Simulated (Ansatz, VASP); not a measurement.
# AlN in VASP and in Ansatz

```
CELL_PARAMETERS angstrom
3.10520 0.00000 0.00000
-1.55260 2.68919 0.00000
0.00000 0.00000 4.96850
ATOMIC_POSITIONS crystal
Al 0.33333 0.66667 0.99897
Al 0.66667 0.33333 0.49897
N 0.33333 0.66667 0.38103
N 0.66667 0.33333 0.88103
```

Alike in both runs: functional HSE06; k mesh 6 × 6 × 4; occupations gaussian, width 0.02 eV; no spin polarisation.

Ansatz relaxed the structure, and its values are those at the end. VASP's run is a single point on that final structure, the one shown.

|  | VASP | Ansatz |
| --- | --- | --- |
| version | VASP 6.6.1 | Ansatz 0.2.0 |
| potentials or method | VASP PAW PBE potentials, release 64 (Al, N), cutoff 520 eV | scalar-relativistic, plane waves, PAW |
| valence electrons in the cell | 16 | 16 |

```tsv
	VASP	Ansatz	Ansatz less VASP
gap on the k mesh at the Fermi level (eV)	5.61	5.62	+0.006
least direct gap on the mesh (eV)	5.61	5.62	+0.006
pressure (GPa)	-0.2	0.0	+0.15
```
